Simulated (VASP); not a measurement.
# CaIrN2 (R-3m) in VASP: further runs

Aim: see how the results for CaIrN2 move with the level of theory and the settings. Levels: LDA, PBE, BLYP, r2SCAN. Tasks: single point.

Everything below comes from runs of VASP 6.6.1. Logs are shortened: lines on timing, memory, paths and dates and some standing lists are left out, and cuts for length are marked.

## 1. The cell of the first run

It takes space group R-3m (No. 166, trigonal). The conventional cell has a = 3.298 Å, b = 3.298 Å, c = 15.028 Å, α = 90.00°, β = 90.00°, γ = 120.00°. Within 2.8 Å of Ir (site symmetry -3m) lie 6 N at 2.13 Å. Ca (site symmetry -3m) has 6 N at 2.45 Å and 6 Ir at 3.15 Å within 3.2 Å. Within 2.8 Å of N (site symmetry 3m) lie 3 Ir at 2.13 Å and 3 Ca at 2.45 Å and 3 N at 2.71 Å.

## 2. Single point, LDA

INCAR reads:

```
PREC     = Accurate       # precision mode
ENCUT    = 520            # plane-wave cutoff, eV
EDIFF    = 1E-7           # SCF threshold, eV
ISMEAR   = -1             # smearing method
SIGMA    = 0.05           # smearing width, eV
LREAL    = F              # projectors in reciprocal space
LASPH    = T              # aspherical terms in the spheres
NELM     = 80             # most SCF steps
ALGO     = Normal         # electronic algorithm
ISIF     = 2              # what is computed and relaxed
LWAVE    = F              # write WAVECAR
LCHARG   = F              # write CHGCAR
NBANDS   = 22             # bands
```

KPOINTS reads:

```
regular mesh
0
Gamma
  5 5 5
```

POSCAR reads:

```
CaIrN2
1.0
    1.6488500006      0.9519639917      5.0094002244
   -1.6488500006      0.9519639917      5.0094002244
    0.0000000000     -1.9039279834      5.0094002244
Ir Ca N
1 1 2
Direct
    0.5000000000      0.5000000000      0.5000000000
    0.0000000000      0.0000000000      0.0000000000
    0.2308810000      0.2308810000      0.2308810000
    0.7691190000      0.7691190000      0.7691190000
```

Potentials or basis: VASP PAW LDA potentials, release 64 (Ir, Ca_sv, N).

On the command line:

```console
cat potpaw_LDA.64/Ir/POTCAR potpaw_LDA.64/Ca_sv/POTCAR potpaw_LDA.64/N/POTCAR > POTCAR
mpirun -np 1 vasp_std > vasp.out
```

OUTCAR:

```text
PREC = Accurate
   ENCUT = 520
   EDIFF = 1E-7
   ISMEAR = -1
   LREAL = F
   LASPH = T
   NELM = 80
   ISIF = 2

 ion  position               nearest neighbor table
   1  0.500  0.500  0.500-   3 2.13   3 2.13   4 2.13   4 2.13   3 2.13   4 2.13   2 3.15   2 3.15
                             2 3.15   2 3.15   2 3.15   2 3.15
   2  0.000  0.000  0.000-   4 2.45   4 2.45   3 2.45   3 2.45   4 2.45   3 2.45   1 3.15   1 3.15
                             1 3.15   1 3.15   1 3.15   1 3.15
   3  0.231  0.231  0.231-   1 2.13   1 2.13   1 2.13   2 2.45   2 2.45   2 2.45
   4  0.769  0.769  0.769-   1 2.13   1 2.13   1 2.13   2 2.45   2 2.45   2 2.45

  LATTYP: Found a trigonal (rhomboedric) cell.
 ALAT       =     5.3590141233
 COS(alpha) =     0.8106686681

  Lattice vectors:

 A1 = (   1.6488500006,   0.9519639917,   5.0094002244)
 A2 = (  -1.6488500006,   0.9519639917,   5.0094002244)
 A3 = (   0.0000000000,  -1.9039279834,   5.0094002244)

Analysis of symmetry for initial positions (statically):
=====================================================================
 Subroutine PRICEL returns:
 Original cell was already a primitive cell.

 Routine SETGRP: Setting up the symmetry group for a
 trigonal (rhombohedral) supercell.

 Subroutine GETGRP returns: Found 12 space group operations
 (whereof 12 operations were pure point group operations)
 out of a pool of 12 trial point group operations.

The static configuration has the point symmetry D_3d.

Analysis of symmetry for dynamics (positions and initial velocities):
=====================================================================
 Subroutine PRICEL returns:
 Original cell was already a primitive cell.

 Routine SETGRP: Setting up the symmetry group for a
 trigonal (rhombohedral) supercell.

 Subroutine GETGRP returns: Found 12 space group operations
 (whereof 12 operations were pure point group operations)
 out of a pool of 12 trial point group operations.

The dynamic configuration has the point symmetry D_3d.

 Subroutine INISYM returns: Found 12 space group operations
 (whereof 12 operations are pure point group operations),
 and found     1 'primitive' translations

----------------------------------------------------------------------------------------

                                     Primitive cell

  volume of cell :      47.1779

  direct lattice vectors                    reciprocal lattice vectors
     1.648850001  0.951963992  5.009400224     0.303241653  0.175076650  0.066541566
    -1.648850001  0.951963992  5.009400224    -0.303241653  0.175076650  0.066541566
     0.000000000 -1.903927983  5.009400224     0.000000000 -0.350153300  0.066541566

  length of vectors
     5.359014123  5.359014123  5.359014123     0.356419856  0.356419856  0.356419856

  position of ions in fractional coordinates (direct lattice)
     0.500000000  0.500000000  0.500000000
     0.000000000  0.000000000  0.000000000
     0.230881000  0.230881000  0.230881000
     0.769119000  0.769119000  0.769119000

  ion indices of the primitive-cell ions
   primitive index   ion index
                 1           1
                 2           2
                 3           3
                 4           4

----------------------------------------------------------------------------------------

 KPOINTS: regular mesh

Automatic generation of k-mesh.
 Grid dimensions read from file:
 generate k-points for:    5    5    5

 Generating k-lattice:

  Cartesian coordinates                     Fractional coordinates (reciprocal lattice)
     0.060648331  0.035015330  0.013308313     0.200000000 -0.000000000  0.000000000
    -0.060648331  0.035015330  0.013308313    -0.000000000  0.200000000  0.000000000
     0.000000000 -0.070030660  0.013308313     0.000000000  0.000000000  0.200000000

  Length of vectors
     0.071283971  0.071283971  0.071283971

  Shift w.r.t. Gamma in fractional coordinates (k-lattice)
     0.000000000  0.000000000  0.000000000

 Subroutine IBZKPT returns following result:
 ===========================================

 Found     19 irreducible k-points:

 Following reciprocal coordinates:
            Coordinates               Weight
  0.000000  0.000000  0.000000      1.000000
  0.200000  0.000000  0.000000      6.000000
  0.400000 -0.000000  0.000000      6.000000
  0.200000  0.200000  0.000000      6.000000
  0.400000  0.200000  0.000000     12.000000
 -0.400000  0.200000 -0.000000     12.000000
[... 11 lines left out ...]
  0.400000  0.400000  0.400000      2.000000
 -0.400000  0.400000  0.400000      6.000000
   k-points           NKPTS =     19   k-points in BZ     NKDIM =     19   number of bands    NBANDS=     22
   number of dos      NEDOS =    301   number of ions     NIONS =      4
   total plane-waves  NPLWV =  64000
   dimension x,y,z NGX =    40 NGY =   40 NGZ =   40
   dimension x,y,z NGXF=    80 NGYF=   80 NGZF=   80
   ions per type =               1   1   2
   NGX,Y,Z   is equivalent  to a cutoff of  12.41, 12.41, 12.41 a.u.
   NGXF,Y,Z  is equivalent  to a cutoff of  24.82, 24.82, 24.82 a.u.
 SYSTEM =  unknown system
   PREC   = accura    normal or accurate (medium, high low for compatibility)
   ISTART =      0    job   : 0-new  1-cont  2-samecut
   ICHARG =      2    charge: 1-file 2-atom 10-const
   ISPIN  =      1    spin polarized calculation?
   LNONCOLLINEAR =      F non collinear calculations
   LSORBIT =      F    spin-orbit coupling
   LASPH  =      T    aspherical Exc in radial PAW
   ENCUT  =  520.0 eV  38.22 Ry    6.18 a.u.   9.96  9.96  9.96*2*pi/ulx,y,z
   NELM   =     80;   NELMIN=  2; NELMDL= -5     # of ELM steps
   EDIFF  = 0.1E-06   stopping-criterion for ELM
   LREAL  =      F    real-space projection
   EDIFFG = 0.1E-05   stopping-criterion for IOM
   NSW    =      0    number of steps for IOM
   IBRION =     -1    ionic relax: 0-MD 1-quasi-New 2-CG
   NFREE  =      0    steps in history (QN), initial steepest desc. (CG)
   ISIF   =      2    stress and relaxation
   ISYM   =      2    0-nonsym 1-usesym 2-fastsym
   POTIM  = 0.5000    time-step for ionic-motion
   TEBEG  =    0.0;   TEEND  =   0.0 temperature during run
   PSTRESS=    0.0 pullay stress
   NELECT =      29.0000    total number of electrons
   NUPDOWN=      -1.0000    fix difference up-down
   EMIN   =  10.00;   EMAX   =-10.00  energy-range for DOS
   EFERMI =   0.00;   METHOD = LEGACY
   ISMEAR =    -1;   SIGMA  =   0.05  broadening in eV -4-tet -1-fermi 0-gaus
   EFERMI_NEDOS =   21; number of points for ismear=-14 and -15
   IALGO  =     38    algorithm
   IMIX   =      4    mixing-type and parameters
     AMIX     =   0.40;   BMIX     =  1.00
     AMIX_MAG =   1.60;   BMIX_MAG =  1.00
  volume/ion in A,a.u.               =      11.79        79.59
  Fermi-wavevector in a.u.,A,eV,Ry     =   1.391964  2.630430 26.362149  1.937563
  Thomas-Fermi vector in A             =   2.515752
   LORBIT       =      0    0 simple, 1 ext, 2 COOP (PROOUT), +10 PAW based schemes
   GGA     = CA    functional components
   LHFCALC =     F    Hartree Fock is set to
   AEXX    =    0.0000 exact exchange contribution
   IVDW    =     0    specifies the selected vdW correction
   LEPSILON=     F    determine dielectric tensor
   LRPA    =     F    only Hartree local field effects (RPA)
 non-spin polarized calculation
  energy-cutoff  :      520.00
  volume of cell :       47.18
 maximum number of plane-waves:      1287
   NGX = 19   NGY = 19   NGZ = 19

 number of electron      28.9999999 magnetization

 Free energy of the ion-electron system (eV)
  ---------------------------------------------------
  ext. energy  EPLUGINS =         0.00000000
  ---------------------------------------------------
  free energy    TOTEN  =       -32.42360598 eV

  energy without entropy =      -32.40983548  energy(sigma->0) =      -32.41672073

 E-fermi :   6.4554     XC(G=0): -12.4680

 val. band max:        6.3734731441   @ k =  -0.4000   0.4000   0.2000
 cond. band min:       6.5590248636   @ k =  -0.4000   0.2000  -0.0000
 fundamental gap:      0.1855517195
 Fermi energy:         6.4554418627

 k-point     1 :       0.0000    0.0000    0.0000
  band No.  band energies     occupation
      1     -32.4145      2.00000
      2     -14.0604      2.00000
      3     -13.4910      2.00000
      4     -13.4910      2.00000
      5      -9.3843      2.00000
      6      -6.0236      2.00000
[... 14 lines left out ...]
     21      12.0892      0.00000
     22      12.8548      0.00000

 k-point     2 :       0.2000    0.0000    0.0000
  band No.  band energies     occupation
      1     -32.3802      2.00000
      2     -13.9845      2.00000
      3     -13.7905      2.00000
      4     -13.5460      2.00000
      5      -8.7484      2.00000
      6      -6.5717      2.00000
[... 14 lines left out ...]
     21      12.8038      0.00000
     22      13.7902      0.00000

 k-point     3 :       0.4000   -0.0000    0.0000
  band No.  band energies     occupation
      1     -32.3240      2.00000
      2     -14.2253      2.00000
      3     -13.8451      2.00000
      4     -13.6334      2.00000
      5      -7.6752      2.00000
      6      -7.1660      2.00000
[... 14 lines left out ...]
     21      13.4260      0.00000
     22      14.0103      0.00000
[... 351 lines left out ...]
 k-point    18 :       0.4000    0.4000    0.4000
  band No.  band energies     occupation
      1     -32.4130      2.00000
      2     -14.1794      2.00000
      3     -13.4929      2.00000
      4     -13.4929      2.00000
      5      -8.8140      2.00000
      6      -6.6670      2.00000
[... 14 lines left out ...]
     21      12.5647      0.00000
     22      13.2819      0.00000

 k-point    19 :      -0.4000    0.4000    0.4000
  band No.  band energies     occupation
      1     -32.3792      2.00000
      2     -14.0637      2.00000
      3     -13.7784      2.00000
      4     -13.5467      2.00000
      5      -8.3794      2.00000
      6      -6.8583      2.00000
[... 14 lines left out ...]
     21      12.4763      0.00000
     22      13.9431      0.00000

------------------------ aborting loop because EDIFF is reached ----------------------------------------

  FORCE on cell =-STRESS in cart. coord.  units (eV):
  Direction    XX          YY          ZZ          XY          YZ          ZX
  --------------------------------------------------------------------------------------
  -------------------------------------------------------------------------------------
  Total       -3.8684856     -3.8684856     -3.5951609      0.0000000      0.0000000     -0.0000000
  in kB     -131.3750564   -131.3750564   -122.0928575      0.0000000      0.0000000     -0.0000000
  external PRESSURE =    -128.2809901 kB  Pullay stress =       0.0000000 kB

 VOLUME and BASIS-vectors are now :
 -----------------------------------------------------------------------------
  energy-cutoff  :      520.00
  volume of cell :       47.18
      direct lattice vectors                 reciprocal lattice vectors
     1.648850001  0.951963992  5.009400224     0.303241653  0.175076650  0.066541566
    -1.648850001  0.951963992  5.009400224    -0.303241653  0.175076650  0.066541566
     0.000000000 -1.903927983  5.009400224     0.000000000 -0.350153300  0.066541566

 POSITION                                       TOTAL-FORCE (eV/Angst)
 -----------------------------------------------------------------------------------
      0.00000      0.00000      7.51410         0.000000     -0.000000      0.000000
      0.00000      0.00000      0.00000        -0.000000     -0.000000      0.000000
      0.00000      0.00000      3.46973        -0.000000      0.000000     -0.352333
      0.00000      0.00000     11.55847        -0.000000     -0.000000      0.352333
 -----------------------------------------------------------------------------------
    total drift:                                0.000000      0.000000      0.000000

  FREE ENERGIE OF THE ION-ELECTRON SYSTEM (eV)
  ---------------------------------------------------
  free  energy   TOTEN  =       -32.4236059757 eV

  energy  without entropy=      -32.4098354799  energy(sigma->0) =      -32.41672073
```

Run time: 35 s. Hardware: 1 thread of Intel Xeon Platinum 8488C (Sapphire Rapids), shared host; peak memory 0.21 GiB.

Results:

- Free energy: -32.4236 eV
- Pressure: -12.8 GPa
- Largest force: 0.352 eV/Å

Forces on the atoms (eV/Å):
```
Ir   0.000  0.000  0.000
Ca   0.000  0.000  0.000
N    0.000  0.000 -0.352
N    0.000  0.000  0.352
```

Caveat: the k points lie up to 0.45 Å⁻¹ apart; spin-orbit coupling is left out, which moves the levels of the heavy elements.

## 3. Single point, PBE

INCAR reads:

```
PREC = Accurate
ENCUT = 520
EDIFF = 1E-6
ISMEAR = -1
SIGMA = 0.05
LREAL = False
LASPH = True
NELM = 100
ALGO = Normal
ISIF = 2
LWAVE = False
LCHARG = False
GGA = PE
NBANDS = 22
```

KPOINTS reads:

```
Automatic mesh
0
Gamma
  5 5 5
```

POSCAR is that of step 2.

Potentials or basis: VASP PAW PBE potentials, release 64 (Ir, Ca_sv, N).

On the command line:

```console
cat potpaw_PBE.64/Ir/POTCAR potpaw_PBE.64/Ca_sv/POTCAR potpaw_PBE.64/N/POTCAR > POTCAR
mpirun -np 1 vasp_std > vasp.out
```

Run time: 40 s. Hardware: 1 thread of Intel Xeon Platinum 8488C (Sapphire Rapids), shared host; peak memory 0.25 GiB.

The run converged. Its results:

| Item | Value |
| --- | --- |
| Free energy | -28.3707 eV |
| Pressure | -0.6 GPa |
| Largest force | 0.059 eV/Å |

Forces on the atoms (eV/Å):
```
Ir   0.000  0.000  0.000
Ca   0.000  0.000  0.000
N    0.000  0.000 -0.059
N    0.000  0.000  0.059
```

Stress tensor (GPa, compression positive):
```
-0.50  0.00  0.00
 0.00 -0.50  0.00
 0.00  0.00 -0.86
```

Levels at points of the mesh, in eV from the Fermi level:
```
           k point  band 12  band 13  band 14  band 15  band 16  band 17  band 18  band 19
(0.00, 0.00, 0.00)    -1.19    -1.19    -0.84    -0.21     3.07     3.07     3.76     5.53
```

Caveat: the k points lie up to 0.45 Å⁻¹ apart; spin-orbit coupling is left out, which moves the levels of the heavy elements.

## 4. Single point, BLYP

INCAR reads:

```
SYSTEM = CaIrN2
AGGAC = 1.0
AGGAX = 1.0
ALDAC = 0.0
ALDAX = 1.0
ALGO = Normal
EDIFF = 1E-6
ENCUT = 520
GGA = B5
ISIF = 2
ISMEAR = -1
LASPH = .True.
LCHARG = .False.
LREAL = .False.
LWAVE = .False.
NBANDS = 22
NELM = 100
PREC = Accurate
SIGMA = 0.05
```

KPOINTS reads:

```
k-points
0
Gamma
  5 5 5
  0 0 0
```

POSCAR is that of step 3.

On the command line:

```console
cat potpaw_PBE.64/Ir/POTCAR potpaw_PBE.64/Ca_sv/POTCAR potpaw_PBE.64/N/POTCAR > POTCAR
mpirun -np 1 vasp_std > vasp.out
```

It took 67 s on 1 thread of Intel Xeon Platinum 8488C (Sapphire Rapids), shared host; peak memory 0.25 GiB.

The run converged. Its results:

```
Free energy   : -25.7617 eV
Pressure      : 8.8 GPa
Largest force : 0.391 eV/Å
```

Forces on the atoms (eV/Å):
```
Ir   0.000  0.000  0.000
Ca   0.000  0.000  0.000
N    0.000  0.000  0.391
N    0.000  0.000 -0.391
```

Stress tensor (GPa, compression positive):
```
9.47 0.00 0.00
0.00 9.47 0.00
0.00 0.00 7.58
```

Levels at points of the mesh, in eV from the Fermi level:
| k point | band 11 | band 12 | band 13 | band 14 | band 15 | band 16 | band 17 | band 18 | band 19 | band 20 |
| --- | --- | --- | --- | --- | --- | --- | --- | --- | --- | --- |
| (0.00, 0.00, 0.00) | -2.27 | -1.19 | -1.19 | -0.86 | -0.21 | 3.02 | 3.02 | 3.86 | 5.55 | 5.55 |

Caveat: the k points lie up to 0.45 Å⁻¹ apart; the PAW data sets were made with another functional, which shifts forces and pressure a little; spin-orbit coupling is left out, which moves the levels of the heavy elements.

## 5. Single point, r2SCAN

POSCAR is that of step 4.

INCAR.step1 reads:

```
ALGO     = Normal         # electronic algorithm
EDIFF    = 1E-4           # SCF threshold, eV
ENCUT    = 520            # plane-wave cutoff, eV
GGA      = PE             # functional
ISMEAR   = -1             # smearing method
LASPH    = T              # aspherical terms in the spheres
LCHARG   = F              # write CHGCAR
LREAL    = F              # projectors in reciprocal space
LWAVE    = T              # write WAVECAR
NBANDS   = 22             # bands
NELM     = 80             # most SCF steps
PREC     = Accurate       # precision mode
SIGMA    = 0.05           # smearing width, eV
```

INCAR.step2 reads:

```
ALGO     = Normal         # electronic algorithm
EDIFF    = 1E-6           # SCF threshold, eV
ENCUT    = 520            # plane-wave cutoff, eV
ISIF     = 2              # what is computed and relaxed
ISMEAR   = -1             # smearing method
ISTART   = 1            
LASPH    = T              # aspherical terms in the spheres
LCHARG   = T              # write CHGCAR
LELF     = T              # ELF
LMIXTAU  = T            
LREAL    = F              # projectors in reciprocal space
LVHAR    = T            
LWAVE    = F              # write WAVECAR
METAGGA  = R2SCAN         # meta-GGA
NBANDS   = 22             # bands
NELM     = 80             # most SCF steps
PREC     = Accurate       # precision mode
SIGMA    = 0.05           # smearing width, eV
```

KPOINTS reads:

```
k-points
0
Gamma
  5 5 5
```

On the command line:

```console
cat potpaw_PBE.64/Ir/POTCAR potpaw_PBE.64/Ca_sv/POTCAR potpaw_PBE.64/N/POTCAR > POTCAR
cp INCAR.step1 INCAR
mpirun -np 1 vasp_std > vasp.out
cp INCAR.step2 INCAR
mpirun -np 1 vasp_std > vasp.out
```

It took 2.1 min on 1 thread of Intel Xeon Platinum 8488C (Sapphire Rapids), shared host; peak memory 0.27 GiB.

Results (log left out):

| Quantity | Value |
| --- | --- |
| Free energy | -79.1822 eV |
| Pressure | -3.1 GPa |
| Largest force | 0.012 eV/Å |

Forces in eV/Å, atoms in the order of the input:
```
Ir   0.000  0.000  0.000
Ca   0.000  0.000  0.000
N    0.000  0.000  0.012
N    0.000  0.000 -0.012
```

Stress tensor (GPa, compression positive):
```
-3.46  0.00  0.00
 0.00 -3.46  0.00
 0.00  0.00 -2.47
```

Levels at points of the mesh, in eV from the Fermi level:
```csv
k point,band 13,band 14,band 15,band 16,band 17,band 18
"(0.00, 0.00, 0.00)",-1.21,-0.86,-0.22,3.37,3.37,4.23
```

Caveat: the k points lie up to 0.45 Å⁻¹ apart; the PAW data sets were made with another functional, which shifts forces and pressure a little; spin-orbit coupling is left out, which moves the levels of the heavy elements.

## 6. Summary

| level | potentials or basis | gap on the mesh (eV) | pressure (GPa) | largest force (eV/Å) |
| --- | --- | --- | --- | --- |
| LDA | VASP PAW LDA potentials, release 64 (Ir, Ca_sv, N) | none | -12.8 | 0.35 |
| PBE | VASP PAW PBE potentials, release 64 (Ir, Ca_sv, N) | none | -0.6 | 0.06 |
| BLYP | VASP PAW PBE potentials, release 64 (Ir, Ca_sv, N) | none | 8.8 | 0.39 |
| r2SCAN | VASP PAW PBE potentials, release 64 (Ir, Ca_sv, N) | none | -3.1 | 0.01 |

Alike in all rows: task single point; no spin polarisation; cell as given; k mesh 5 × 5 × 5; cutoff (eV) 520; smearing fermi-dirac 0.05 eV.

Caveats: all runs use coarse meshes; spin-orbit coupling is left out, which moves the levels of the heavy elements; the PAW data sets were made with another functional, which shifts forces and pressure a little (some runs).

Absolute energies hang on the potentials; compare differences alone.
